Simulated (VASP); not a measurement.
# Bi (R-3m) in VASP: notebook

Runs on Bi. Level: LDA. Tasks: electric field gradients.

Everything below comes from runs of VASP 6.6.1. Logs are shortened: lines on timing, memory, paths and dates and some standing lists are left out, and cuts for length are marked.

### Step 1. The cell of the first run

It takes space group R-3m (No. 166, trigonal). The conventional cell has a = 4.515 Å, b = 4.515 Å, c = 11.782 Å, α = 90.00°, β = 90.00°, γ = 120.00°. Bi (site symmetry 3m) has 6 Bi at 3.05 to 3.51 Å within 4.0 Å.

### Step 2. Electric field gradients, LDA (34.68 Å³/atom)

INCAR

```
SYSTEM = Bi
ALGO = Normal
EDIFF = 1E-8
ENCUT = 520
ISIF = 2
ISMEAR = -1
LASPH = .TRUE.
LCHARG = .FALSE.
LEFG = .TRUE.
LREAL = .FALSE.
LWAVE = .FALSE.
NBANDS = 22
NELM = 60
PREC = Accurate
SIGMA = 0.03
```

KPOINTS

```
k-points
0
G
  11 11 11
  0 0 0
```

POSCAR

```
Bi
1.0
    2.2577441873      1.3035092143      3.9274622876
   -2.2577441873      1.3035092143      3.9274622876
    0.0000000000     -2.6070184286      3.9274622876
Bi
2
Direct
    0.2338900000      0.2338900000      0.2338900000
    0.7661100000      0.7661100000      0.7661100000
```

Potentials or basis: VASP PAW LDA potentials, release 64 (Bi_d).

Started as:

```bash
$ cat potpaw_LDA.64/Bi_d/POTCAR > POTCAR
$ mpirun -np 1 vasp_std > vasp.out
```

OUTCAR:

```text
SYSTEM = Bi
   EDIFF = 1E-8
   ENCUT = 520
   ISIF = 2
   ISMEAR = -1
   LASPH = .TRUE.
   LREAL = .FALSE.
   NELM = 60
   PREC = Accurate

 ion  position               nearest neighbor table
   1  0.234  0.234  0.234-   2 3.05   2 3.05   2 3.05   2 3.51   2 3.51   2 3.51
   2  0.766  0.766  0.766-   1 3.05   1 3.05   1 3.05   1 3.51   1 3.51   1 3.51

  LATTYP: Found a trigonal (rhomboedric) cell.
 ALAT       =     4.7139691458
 COS(alpha) =     0.5412184017

  Lattice vectors:

 A1 = (   2.2577441873,   1.3035092143,   3.9274622876)
 A2 = (  -2.2577441873,   1.3035092143,   3.9274622876)
 A3 = (   0.0000000000,  -2.6070184286,   3.9274622876)

Analysis of symmetry for initial positions (statically):
=====================================================================
 Subroutine PRICEL returns:
 Original cell was already a primitive cell.

 Routine SETGRP: Setting up the symmetry group for a
 trigonal (rhombohedral) supercell.

 Subroutine GETGRP returns: Found 12 space group operations
 (whereof 12 operations were pure point group operations)
 out of a pool of 12 trial point group operations.

The static configuration has the point symmetry D_3d.

Analysis of symmetry for dynamics (positions and initial velocities):
=====================================================================
 Subroutine PRICEL returns:
 Original cell was already a primitive cell.

 Routine SETGRP: Setting up the symmetry group for a
 trigonal (rhombohedral) supercell.

 Subroutine GETGRP returns: Found 12 space group operations
 (whereof 12 operations were pure point group operations)
 out of a pool of 12 trial point group operations.

The dynamic configuration has the point symmetry D_3d.

 Subroutine INISYM returns: Found 12 space group operations
 (whereof 12 operations are pure point group operations),
 and found     1 'primitive' translations

----------------------------------------------------------------------------------------

                                     Primitive cell

  volume of cell :      69.3509

  direct lattice vectors                    reciprocal lattice vectors
     2.257744187  1.303509214  3.927462288     0.221459988  0.127859984  0.084872447
    -2.257744187  1.303509214  3.927462288    -0.221459988  0.127859984  0.084872447
     0.000000000 -2.607018429  3.927462288     0.000000000 -0.255719967  0.084872447

  length of vectors
     4.713969146  4.713969146  4.713969146     0.269436512  0.269436512  0.269436512

  position of ions in fractional coordinates (direct lattice)
     0.233890000  0.233890000  0.233890000
     0.766110000  0.766110000  0.766110000

  ion indices of the primitive-cell ions
   primitive index   ion index
                 1           1
                 2           2

----------------------------------------------------------------------------------------

 KPOINTS: k-points

Automatic generation of k-mesh.
 Grid dimensions read from file:
 generate k-points for:   11   11   11

 Generating k-lattice:

  Cartesian coordinates                     Fractional coordinates (reciprocal lattice)
     0.020132726  0.011623635  0.007715677     0.090909091  0.000000000  0.000000000
    -0.020132726  0.011623635  0.007715677     0.000000000  0.090909091  0.000000000
     0.000000000 -0.023247270  0.007715677     0.000000000  0.000000000  0.090909091

  Length of vectors
     0.024494228  0.024494228  0.024494228

  Shift w.r.t. Gamma in fractional coordinates (k-lattice)
     0.000000000  0.000000000  0.000000000

 Subroutine IBZKPT returns following result:
 ===========================================

 Found    146 irreducible k-points:

 Following reciprocal coordinates:
            Coordinates               Weight
  0.000000  0.000000  0.000000      1.000000
  0.090909  0.000000 -0.000000      6.000000
  0.181818  0.000000 -0.000000      6.000000
  0.272727  0.000000  0.000000      6.000000
  0.363636  0.000000 -0.000000      6.000000
  0.454545  0.000000 -0.000000      6.000000
[... 16 lines left out ...]
 -0.272727  0.181818  0.000000     12.000000
 -0.181818  0.181818  0.000000      6.000000
 [... further k-points ...]
   k-points           NKPTS =    146   k-points in BZ     NKDIM =    146   number of bands    NBANDS=     22
   number of dos      NEDOS =    301   number of ions     NIONS =      2
   total plane-waves  NPLWV =  46656
   dimension x,y,z NGX =    36 NGY =   36 NGZ =   36
   dimension x,y,z NGXF=    72 NGYF=   72 NGZF=   72
   ions per type =               2
   NGX,Y,Z   is equivalent  to a cutoff of  12.70, 12.70, 12.70 a.u.
   NGXF,Y,Z  is equivalent  to a cutoff of  25.39, 25.39, 25.39 a.u.
 SYSTEM =  Bi
   PREC   = accura    normal or accurate (medium, high low for compatibility)
   ISTART =      0    job   : 0-new  1-cont  2-samecut
   ICHARG =      2    charge: 1-file 2-atom 10-const
   ISPIN  =      1    spin polarized calculation?
   LNONCOLLINEAR =      F non collinear calculations
   LSORBIT =      F    spin-orbit coupling
   LASPH  =      T    aspherical Exc in radial PAW
   ENCUT  =  520.0 eV  38.22 Ry    6.18 a.u.   8.76  8.76  8.76*2*pi/ulx,y,z
   NELM   =     60;   NELMIN=  2; NELMDL= -5     # of ELM steps
   EDIFF  = 0.1E-07   stopping-criterion for ELM
   LREAL  =      F    real-space projection
   EDIFFG = 0.1E-06   stopping-criterion for IOM
   NSW    =      0    number of steps for IOM
   IBRION =     -1    ionic relax: 0-MD 1-quasi-New 2-CG
   NFREE  =      0    steps in history (QN), initial steepest desc. (CG)
   ISIF   =      2    stress and relaxation
   ISYM   =      2    0-nonsym 1-usesym 2-fastsym
   POTIM  = 0.5000    time-step for ionic-motion
   TEBEG  =    0.0;   TEEND  =   0.0 temperature during run
   PSTRESS=    0.0 pullay stress
   NELECT =      30.0000    total number of electrons
   NUPDOWN=      -1.0000    fix difference up-down
   EMIN   =  10.00;   EMAX   =-10.00  energy-range for DOS
   EFERMI =   0.00;   METHOD = LEGACY
   ISMEAR =    -1;   SIGMA  =   0.03  broadening in eV -4-tet -1-fermi 0-gaus
   EFERMI_NEDOS =   21; number of points for ismear=-14 and -15
   IALGO  =     38    algorithm
   IMIX   =      4    mixing-type and parameters
     AMIX     =   0.40;   BMIX     =  1.00
     AMIX_MAG =   1.60;   BMIX_MAG =  1.00
  volume/ion in A,a.u.               =      34.68       234.00
  Fermi-wavevector in a.u.,A,eV,Ry     =   1.238125  2.339717 20.857104  1.532954
  Thomas-Fermi vector in A             =   2.372664
   LORBIT       =      0    0 simple, 1 ext, 2 COOP (PROOUT), +10 PAW based schemes
   GGA     = CA    functional components
   LHFCALC =     F    Hartree Fock is set to
   AEXX    =    0.0000 exact exchange contribution
   IVDW    =     0    specifies the selected vdW correction
   LEPSILON=     F    determine dielectric tensor
   LRPA    =     F    only Hartree local field effects (RPA)
 non-spin polarized calculation
  energy-cutoff  :      520.00
  volume of cell :       69.35
 maximum number of plane-waves:      1899
   NGX = 17   NGY = 17   NGZ = 17

 number of electron      30.0000003 magnetization

 Free energy of the ion-electron system (eV)
  ---------------------------------------------------
  ext. energy  EPLUGINS =         0.00000000
  ---------------------------------------------------
  free energy    TOTEN  =        -9.11625581 eV

  energy without entropy =       -9.11564485  energy(sigma->0) =       -9.11595033

 E-fermi :   6.2292     XC(G=0):  -9.8643

 val. band max:        6.2225751273   @ k =   0.2727   0.2727   0.1818
 cond. band min:       6.4007680253   @ k =   0.4545   0.0909   0.0909
 fundamental gap:      0.1781928979
 Fermi energy:         6.2292011171

 k-point     1 :       0.0000    0.0000    0.0000
  band No.  band energies     occupation
      1     -16.6502      2.00000
      2     -16.6502      2.00000
      3     -16.4880      2.00000
      4     -16.4880      2.00000
      5     -16.4702      2.00000
      6     -16.2911      2.00000
[... 14 lines left out ...]
     21      12.0773      0.00000
     22      12.4345      0.00000

 k-point     2 :       0.0909    0.0000   -0.0000
  band No.  band energies     occupation
      1     -16.6438      2.00000
      2     -16.6420      2.00000
      3     -16.4851      2.00000
      4     -16.4830      2.00000
      5     -16.4660      2.00000
      6     -16.2951      2.00000
[... 14 lines left out ...]
     21      12.1517      0.00000
     22      13.1121      0.00000

 k-point     3 :       0.1818    0.0000   -0.0000
  band No.  band energies     occupation
      1     -16.6259      2.00000
      2     -16.6184      2.00000
      3     -16.4776      2.00000
      4     -16.4687      2.00000
      5     -16.4530      2.00000
      6     -16.3083      2.00000
[... 14 lines left out ...]
     21      12.5062      0.00000
     22      14.5124      0.00000

 k-point     4 :       0.2727    0.0000    0.0000
  band No.  band energies     occupation
      1     -16.5995      2.00000
      2     -16.5811      2.00000
      3     -16.4677      2.00000
      4     -16.4469      2.00000
      5     -16.4318      2.00000
      6     -16.3318      2.00000
[... 14 lines left out ...]
     21      13.1959      0.00000
     22      16.0892      0.00000

 k-point     5 :       0.3636    0.0000   -0.0000
  band No.  band energies     occupation
      1     -16.5709      2.00000
      2     -16.5340      2.00000
      3     -16.4581      2.00000
      4     -16.4206      2.00000
      5     -16.4068      2.00000
      6     -16.3626      2.00000
[... 417 lines left out ...]
 k-point    22 :      -0.3636    0.1818    0.0000
  band No.  band energies     occupation
      1     -16.5821      2.00000
      2     -16.4546      2.00000
      3     -16.4440      2.00000
      4     -16.4369      2.00000
      5     -16.4017      2.00000
      6     -16.3729      2.00000
[... 14 lines left out ...]
     21      14.0940      0.00000
     22      16.4552      0.00000

 k-point    23 :      -0.2727    0.1818    0.0000
  band No.  band energies     occupation
      1     -16.6004      2.00000
      2     -16.4947      2.00000
      3     -16.4545      2.00000
      4     -16.4360      2.00000
      5     -16.3948      2.00000
      6     -16.3763      2.00000
[... 14 lines left out ...]
     21      15.1069      0.00000
     22      15.8489      0.00000

 k-point    24 :      -0.1818    0.1818    0.0000
  band No.  band energies     occupation
      1     -16.6172      2.00000
      2     -16.5431      2.00000
      3     -16.4648      2.00000
      4     -16.4535      2.00000
      5     -16.4070      2.00000
      6     -16.3578      2.00000
[... 14 lines left out ...]
     21      14.3167      0.00000
     22      14.7634      0.00000

 [... further k-points ...]

------------------------ aborting loop because EDIFF is reached ----------------------------------------

  FORCE on cell =-STRESS in cart. coord.  units (eV):
  Direction    XX          YY          ZZ          XY          YZ          ZX
  --------------------------------------------------------------------------------------
  -------------------------------------------------------------------------------------
  Total       -0.3568046     -0.3568046     -0.3654041      0.0000000     -0.0000000      0.0000000
  in kB       -8.2430695     -8.2430695     -8.4417382      0.0000000     -0.0000000      0.0000000
  external PRESSURE =      -8.3092924 kB  Pullay stress =       0.0000000 kB

 VOLUME and BASIS-vectors are now :
 -----------------------------------------------------------------------------
  energy-cutoff  :      520.00
  volume of cell :       69.35
      direct lattice vectors                 reciprocal lattice vectors
     2.257744187  1.303509214  3.927462288     0.221459988  0.127859984  0.084872447
    -2.257744187  1.303509214  3.927462288    -0.221459988  0.127859984  0.084872447
     0.000000000 -2.607018429  3.927462288     0.000000000 -0.255719967  0.084872447

 POSITION                                       TOTAL-FORCE (eV/Angst)
 -----------------------------------------------------------------------------------
      0.00000      0.00000      2.75578         0.000000     -0.000000      0.154240
      0.00000      0.00000      9.02660         0.000000      0.000000     -0.154240
 -----------------------------------------------------------------------------------
    total drift:                                0.000000     -0.000000      0.000000

  FREE ENERGIE OF THE ION-ELECTRON SYSTEM (eV)
  ---------------------------------------------------
  free  energy   TOTEN  =        -9.1162558134 eV

  energy  without entropy=       -9.1156448547  energy(sigma->0) =       -9.11595033

 Electric field gradients (V/A^2)
---------------------------------------------------------------------
 ion       V_xx      V_yy      V_zz      V_xy      V_xz      V_yz
---------------------------------------------------------------------
   1      15.788    15.788   -31.576    -0.000     0.000    -0.000
   2      15.788    15.788   -31.576    -0.000    -0.000    -0.000
---------------------------------------------------------------------

 Electric field gradients after diagonalization (V/A^2)
 (convention: |V_zz| > |V_xx| > |V_yy|)
----------------------------------------------------------------------
 ion       V_xx      V_yy      V_zz     asymmetry (V_yy - V_xx)/ V_zz
----------------------------------------------------------------------
   1      15.788    15.788   -31.576       0.000
   2      15.788    15.788   -31.576       0.000
----------------------------------------------------------------------

           NMR quadrupolar parameters

 Cq : quadrupolar parameter    Cq=e*Q*V_zz/h
 eta: asymmetry parameters     (V_yy - V_xx)/ V_zz
 Q  : nuclear electric quadrupole moment in mb (millibarn)
----------------------------------------------------------------------
 ion       Cq(MHz)       eta       Q (mb)
----------------------------------------------------------------------
   1      -0.076       0.000       1.000
   2      -0.076       0.000       1.000
----------------------------------------------------------------------
```

Run time: 1.7 min. Hardware: 1 thread of Intel Xeon Platinum 8559C (Emerald Rapids), shared host; peak memory 0.29 GiB.

Results:

```
Free energy                             : -9.1163 eV
Pressure                                : -0.8 GPa
Largest force                           : 0.154 eV/Å
Band gap on the k mesh                  : zero (bands 15 and 16 overlap by 0.06 eV)
Largest electric field gradient by atom : Bi -31.6 V/Å²
```

Forces on the atoms (eV/Å):
```
Bi   0.000  0.000  0.154
Bi   0.000  0.000 -0.154
```

Levels at points of the mesh, in eV from the Fermi level:
```tsv
k point	band 12	band 13	band 14	band 15	band 16	band 17	band 18	band 19
(0.00, 0.00, 0.00)	-7.40	-1.49	-1.22	-1.22	2.52	2.99	2.99	5.70
```

Electric field gradients, principal values (V/Å²):
| atom | least | middle | greatest (by size) |
| --- | --- | --- | --- |
| 1 Bi | 15.788 | 15.788 | -31.576 |
| 2 Bi | 15.788 | 15.788 | -31.576 |

Caveat: without QUAD_EFG the Cq values of the log hold for a quadrupole moment of 1 mb, not for the nuclei; spin-orbit coupling is left out, which moves the levels of the heavy elements.

(Continued in part 2 of 2.)

The gap in the log of VASP goes by the Fermi energy; the results here count the filled bands.